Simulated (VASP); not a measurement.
Set up this calculation in VASP 6.6.1, as the native input.

- Task: relaxation of cell and atoms
- Functional: LDA
- Potentials or basis: VASP PAW LDA potentials, release 64 (Ge_d)
- Cutoff: 600 eV
- k mesh: 7 × 7 × 4
- Occupations: fermi-dirac, width 0.1 eV
- Spin: no spin polarisation
- Dipole correction: no
- Further INCAR settings: ALGO = Normal; EDIFF = 1e-07; IBRION = 2; EDIFFG = -0.01; NSW = 80; ISIF = 3

The structure of Ge lies in POSCAR:

```
Ge
1.0
    3.9975860000      0.0000000000      0.0000000000
   -1.9987930000      3.4620110298      0.0000000000
    0.0000000000      0.0000000000      6.5993780000
Ge
4
Direct
    0.6666666667      0.3333333333      0.0629010000
    0.3333333333      0.6666666667      0.5629010000
    0.3333333333      0.6666666667      0.9370990000
    0.6666666667      0.3333333333      0.4370990000
```

The input as run:

INCAR

```
SYSTEM = Ge
  PREC = Accurate
  ENCUT = 600
  EDIFF = 1E-7
  ISMEAR = -1
  SIGMA = 0.1
  LREAL = .False.
  LASPH = .True.
  NELM = 80
  ALGO = Normal
  ISIF = 3
  LWAVE = .False.
  LCHARG = .False.
  IBRION = 2
  NSW = 80
  EDIFFG = -0.01
```

KPOINTS

```
regular mesh
0
Gamma
  7 7 4
  0 0 0
```

Potentials or basis: VASP PAW LDA potentials, release 64 (Ge_d).

The run is started by

```bash
$ cat potpaw_LDA.64/Ge_d/POTCAR > POTCAR
$ mpirun -np 1 vasp_std > vasp.out
```

Results of the run:

```yaml
Relaxed_volume: 22.22 Å³/atom
Relaxed_cell: a = 3.966 Å, b = 3.966 Å, c = 6.523 Å, α = 90.00°, β = 90.00°, γ = 120.00°
Space_group_after_relaxing_to_0.05_Å: P6_3/mmc (No. 194)
Energy_gained_by_relaxing: 3.5 meV/atom
Ionic_steps: 7
Pressure_after_relaxing: 0.0 GPa
Largest_force_after_relaxing: 0.004 eV/Å
Band_gap_on_the_k_mesh: zero (band 28 reaches 5.05 eV, above the bottom of band 29 at 5.01 eV)
```

It took 2.2 min on 1 thread of Intel(R) Xeon(R) 6975P-C (Granite Rapids) (shared host), peak memory 0.21 GiB.
